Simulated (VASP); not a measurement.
# MgH2 (Imm2) in VASP: notebook, part 2 of 2

VASP 6.6.1. The steps go on from the part before.

## 3. Relaxation of cell and atoms, PBE

INCAR

```
PREC = Accurate
ENCUT = 600
EDIFF = 1E-6
ISMEAR = 0
SIGMA = 0.1
LREAL = False
LASPH = True
NELM = 60
ALGO = Normal
ISIF = 3
LWAVE = False
LCHARG = False
GGA = PE
IBRION = 2
NSW = 90
EDIFFG = -0.04
```

KPOINTS

```
Automatic mesh
0
Gamma
  8 8 8
```

POSCAR

```
MgH2
1.0
   -1.3480843400      2.3761577700      2.0521304500
    1.3480843400     -2.3761577700      2.0521304500
    1.3480843400      2.3761577700     -2.0521304500
Mg H
1 2
Direct
    0.3656184200      0.8656184200      0.5000000000
    0.9789568800      0.2239234700      0.7550334100
    0.4688900500      0.2239234700      0.2449665900
```

Potentials or basis: VASP PAW PBE potentials, release 64 (Mg, H).

Started as:

```console
$ cat potpaw_PBE.64/Mg/POTCAR potpaw_PBE.64/H/POTCAR > POTCAR
$ mpirun -np 1 vasp_std > vasp.out
```

OUTCAR:

```text
PREC = Accurate
   ENCUT = 600
   EDIFF = 1E-6
   ISMEAR = 0
   LREAL = False
   LASPH = True
   NELM = 60
   ISIF = 3
   GGA = PE
   IBRION = 2
   NSW = 90
   EDIFFG = -0.04

 ion  position               nearest neighbor table
   1  0.366  0.866  0.500-   3 1.87   2 1.87   2 1.87   3 1.87   3 1.91   2 1.91
   2  0.979  0.224  0.755-   1 1.87   1 1.87   1 1.91
   3  0.469  0.224  0.245-   1 1.87   1 1.87   1 1.91

  LATTYP: Found a body centered orthorhombic cell.
 ALAT       =     2.6961686800
 B/A-ratio  =     1.5222567232
 C/A-ratio  =     1.7626180347

  Lattice vectors:

 A1 = (   1.3480843400,  -2.3761577700,  -2.0521304500)
 A2 = (  -1.3480843400,  -2.3761577700,   2.0521304500)
 A3 = (  -1.3480843400,   2.3761577700,  -2.0521304500)

Analysis of symmetry for initial positions (statically):
=====================================================================
 Subroutine PRICEL returns:
 Original cell was already a primitive cell.

 Routine SETGRP: Setting up the symmetry group for a
 body centered orthorhombic supercell.

 Subroutine GETGRP returns: Found  4 space group operations
 (whereof  4 operations were pure point group operations)
 out of a pool of  8 trial point group operations.

The static configuration has the point symmetry C_2v.

Analysis of symmetry for dynamics (positions and initial velocities):
=====================================================================
 Subroutine PRICEL returns:
 Original cell was already a primitive cell.

 Routine SETGRP: Setting up the symmetry group for a
 body centered orthorhombic supercell.

 Subroutine GETGRP returns: Found  4 space group operations
 (whereof  4 operations were pure point group operations)
 out of a pool of  8 trial point group operations.

The dynamic configuration has the point symmetry C_2v.

 Subroutine INISYM returns: Found  4 space group operations
 (whereof  4 operations are pure point group operations),
 and found     1 'primitive' translations

----------------------------------------------------------------------------------------

                                     Primitive cell

  volume of cell :      26.2940

  direct lattice vectors                    reciprocal lattice vectors
    -1.348084340  2.376157770  2.052130450     0.000000000  0.210423738  0.243649228
     1.348084340 -2.376157770  2.052130450     0.370896676  0.000000000  0.243649228
     1.348084340  2.376157770 -2.052130450     0.370896676  0.210423738  0.000000000

  length of vectors
     3.416825503  3.416825503  3.416825503     0.321936478  0.443767158  0.426429940

  position of ions in fractional coordinates (direct lattice)
     0.365618420  0.865618420  0.500000000
     0.978956880  0.223923470  0.755033410
     0.468890050  0.223923470  0.244966590

  ion indices of the primitive-cell ions
   primitive index   ion index
                 1           1
                 2           2
                 3           3

----------------------------------------------------------------------------------------
[... 60 lines left out ...]
 SYSTEM =  unknown system
   PREC   = accura    normal or accurate (medium, high low for compatibility)
   ISTART =      0    job   : 0-new  1-cont  2-samecut
   ICHARG =      2    charge: 1-file 2-atom 10-const
   ISPIN  =      1    spin polarized calculation?
   LNONCOLLINEAR =      F non collinear calculations
   LSORBIT =      F    spin-orbit coupling
   LASPH  =      T    aspherical Exc in radial PAW
   ENCUT  =  600.0 eV  44.10 Ry    6.64 a.u.   6.82  6.82  6.82*2*pi/ulx,y,z
   NELM   =     60;   NELMIN=  2; NELMDL= -5     # of ELM steps
   EDIFF  = 0.1E-05   stopping-criterion for ELM
   LREAL  =      F    real-space projection
   EDIFFG = -.4E-01   stopping-criterion for IOM
   NSW    =     90    number of steps for IOM
   IBRION =      2    ionic relax: 0-MD 1-quasi-New 2-CG
   NFREE  =      1    steps in history (QN), initial steepest desc. (CG)
   ISIF   =      3    stress and relaxation
   ISYM   =      2    0-nonsym 1-usesym 2-fastsym
   POTIM  = 0.5000    time-step for ionic-motion
   TEBEG  =    0.0;   TEEND  =   0.0 temperature during run
   PSTRESS=    0.0 pullay stress
   NELECT =       4.0000    total number of electrons
   NUPDOWN=      -1.0000    fix difference up-down
   EMIN   =  10.00;   EMAX   =-10.00  energy-range for DOS
   EFERMI =   0.00;   METHOD = LEGACY
   ISMEAR =     0;   SIGMA  =   0.10  broadening in eV -4-tet -1-fermi 0-gaus
   EFERMI_NEDOS =   21; number of points for ismear=-14 and -15
   IALGO  =     38    algorithm
   IMIX   =      4    mixing-type and parameters
     AMIX     =   0.40;   BMIX     =  1.00
     AMIX_MAG =   1.60;   BMIX_MAG =  1.00
  volume/ion in A,a.u.               =       8.76        59.15
  Fermi-wavevector in a.u.,A,eV,Ry     =   0.873928  1.651485 10.391455  0.763750
  Thomas-Fermi vector in A             =   1.993388
   LORBIT       =      0    0 simple, 1 ext, 2 COOP (PROOUT), +10 PAW based schemes
   GGA     = PE    functional components
   LHFCALC =     F    Hartree Fock is set to
   AEXX    =    0.0000 exact exchange contribution
   IVDW    =     0    specifies the selected vdW correction
   LEPSILON=     F    determine dielectric tensor
   LRPA    =     F    only Hartree local field effects (RPA)
 conjugate gradient relaxation of ions
 non-spin polarized calculation
 Gauss-broadening in eV      SIGMA  =   0.10
  energy-cutoff  :      600.00
  volume of cell :       26.29
 maximum number of plane-waves:       898
   NGX = 13   NGY = 13   NGZ = 13

--------------------------------------- Ionic step        1  -------------------------------------------

 number of electron       4.0000000 magnetization

 Free energy of the ion-electron system (eV)
  ---------------------------------------------------
  ext. energy  EPLUGINS =         0.00000000
  ---------------------------------------------------
  free energy    TOTEN  =        -8.24808621 eV

  energy without entropy =       -8.24808412  energy(sigma->0) =       -8.24808517

------------------------ aborting loop because EDIFF is reached ----------------------------------------

  FORCE on cell =-STRESS in cart. coord.  units (eV):
  Direction    XX          YY          ZZ          XY          YZ          ZX
  --------------------------------------------------------------------------------------
  -------------------------------------------------------------------------------------
  Total        3.1422092      1.0340146      1.0678918      0.0000000      0.0000000      0.0000000
  in kB      191.4645531     63.0057155     65.0699619      0.0000000      0.0000000      0.0000000
  external PRESSURE =     106.5134102 kB  Pullay stress =       0.0000000 kB
[... 92 lines left out ...]
  FREE ENERGIE OF THE ION-ELECTRON SYSTEM (eV)
  ---------------------------------------------------
  free  energy   TOTEN  =        -8.3951292914 eV

  energy  without entropy=       -8.3951291247  energy(sigma->0) =       -8.39512921

[... ionic steps 4 to 24 ...]

--------------------------------------- Ionic step       25  -------------------------------------------

 number of electron       4.0000000 magnetization

------------------------ aborting loop because EDIFF is reached ----------------------------------------
[... 69 lines left out ...]
--------------------------------------- Ionic step       27  -------------------------------------------

 number of electron       4.0000000 magnetization

 Free energy of the ion-electron system (eV)
  ---------------------------------------------------
  ext. energy  EPLUGINS =         0.00000000
  ---------------------------------------------------
  free energy    TOTEN  =        -8.49195905 eV

  energy without entropy =       -8.49002102  energy(sigma->0) =       -8.49099003

 E-fermi :   3.0996     XC(G=0):  -8.9716

 val. band max:        3.0781785845   @ k =  -0.1250   0.5000   0.1250
 cond. band min:       3.1260762185   @ k =   0.1250  -0.1250   0.1250
 fundamental gap:      0.0478976340
 Fermi energy:         3.0996239614

 k-point     1 :       0.0000    0.0000    0.0000
  band No.  band energies     occupation
      1      -7.0106      2.00000
      2       3.8525      0.00000
      3      11.6462      0.00000
      4      12.2692      0.00000
      5      13.1253      0.00000
      6      14.1173      0.00000
[... 199 lines left out ...]
 k-point    24 :       0.2500    0.3750    0.0000
  band No.  band energies     occupation
      1      -2.0751      2.00000
      2      -1.0925      2.00000
      3       3.4820      0.00000
      4       7.3049      0.00000
      5       8.4551      0.00000
      6      15.1220      0.00000

 [... further k-points ...]
[... 5 lines left out ...]
  --------------------------------------------------------------------------------------
  -------------------------------------------------------------------------------------
  Total        0.1138653     -0.0381046     -0.0488530      0.0000000      0.0000000      0.0000000
  in kB        6.8100192     -2.2789479     -2.9217857      0.0000000      0.0000000      0.0000000
  external PRESSURE =       0.5364285 kB  Pullay stress =       0.0000000 kB
[... 18 lines left out ...]
  FREE ENERGIE OF THE ION-ELECTRON SYSTEM (eV)
  ---------------------------------------------------
  free  energy   TOTEN  =        -8.4919590452 eV

  energy  without entropy=       -8.4900210207  energy(sigma->0) =       -8.49099003

 reached required accuracy - stopping structural energy minimisation
```

CONTCAR:

```text
MgH2
   1.00000000000000
    -1.6202493040158503    2.3820386506682856    1.7352535504804363
     1.6202493040158503   -2.3820386506682856    1.7352535504804363
     1.6202493040158503    2.3820386506682856   -1.7352535504804363
  Mg              H
     1     2
Direct
     0.2708291160354448    0.7708291160354445    0.5000000000000000
     0.0188214026195880    0.2713181219822787    0.7475032806373167
     0.5238148313449610    0.2713181219822787    0.2524967193626833

  0.00000000E+00  0.00000000E+00  0.00000000E+00
  0.00000000E+00  0.00000000E+00  0.00000000E+00
  0.00000000E+00  0.00000000E+00  0.00000000E+00
```

It took 2 min on 1 thread of Intel Xeon 6975P-C (Granite Rapids), shared host; peak memory 0.17 GiB.

Results:

* Free energy: -8.4920 eV
* Relaxed volume: 8.93 Å³/atom
* Relaxed cell: a = 3.363 Å, b = 3.363 Å, c = 3.363 Å, α = 122.40°, β = 89.81°, γ = 117.88°
* Space group after relaxing (to 0.05 Å): Immm (No. 71)
* Energy gained by relaxing: 81.3 meV/atom
* Ionic steps: 27
* Pressure after relaxing: 0.1 GPa
* Largest force after relaxing: 0.009 eV/Å
* Band gap on the k mesh: zero (band 2 reaches 3.85 eV, above the bottom of band 3 at 2.59 eV)

Forces on the atoms (eV/Å):
```
Mg   0.000  0.000  0.004
H    0.000 -0.009 -0.002
H    0.000  0.009 -0.002
```

Stress tensor (GPa, compression positive):
```
 0.68  0.00  0.00
 0.00 -0.23  0.00
 0.00  0.00 -0.29
```

The path:
```tsv
step	energy change (eV)	largest force (eV/Å)	pressure (GPa)	volume (Å³)
1	0.0000	0.2674	10.65	26.29
2	-0.1383	0.2654	3.82	28.56
3	-0.1470	0.1789	-3.41	32.40
4	-0.1705	0.2214	-0.67	30.67
5	-0.1706	0.2249	-0.42	30.53
6	-0.1757	0.1691	-0.38	30.47
7	-0.1805	0.0867	-0.24	30.34
8	-0.1847	0.0740	-0.22	30.18
9	-0.1917	0.0545	-0.20	29.72
10	-0.1923	0.0585	-0.20	29.53
11	-0.1956	0.0563	-0.18	29.32
12	-0.2042	0.0669	-0.12	28.69
13	-0.2237	0.0998	0.27	27.38
14	-0.1078	0.9181	6.91	24.67
15	-0.2230	0.1306	0.54	27.19
16	-0.2279	0.1233	2.09	25.94
17	-0.2295	0.1002	1.02	26.63
18	-0.2311	0.0790	1.46	26.29
19	-0.2326	0.1077	1.44	26.22
20	-0.2326	0.1069	1.44	26.22
21	-0.2353	0.0998	1.08	26.37
22	-0.2402	0.0793	0.03	26.81
23	-0.2373	0.0404	-1.84	27.72
24	-0.2411	0.0655	-0.60	27.10
25	-0.2420	0.0477	-0.44	27.03
26	-0.2433	0.0072	0.07	26.80
27	-0.2439	0.0090	0.05	26.79
```

Final structure:
```
CELL_PARAMETERS angstrom
-1.62025 2.38204 1.73525
1.62025 -2.38204 1.73525
1.62025 2.38204 -1.73525
ATOMIC_POSITIONS crystal
Mg 0.27083 0.77083 0.50000
H 0.01882 0.27132 0.74750
H 0.52381 0.27132 0.25250
```
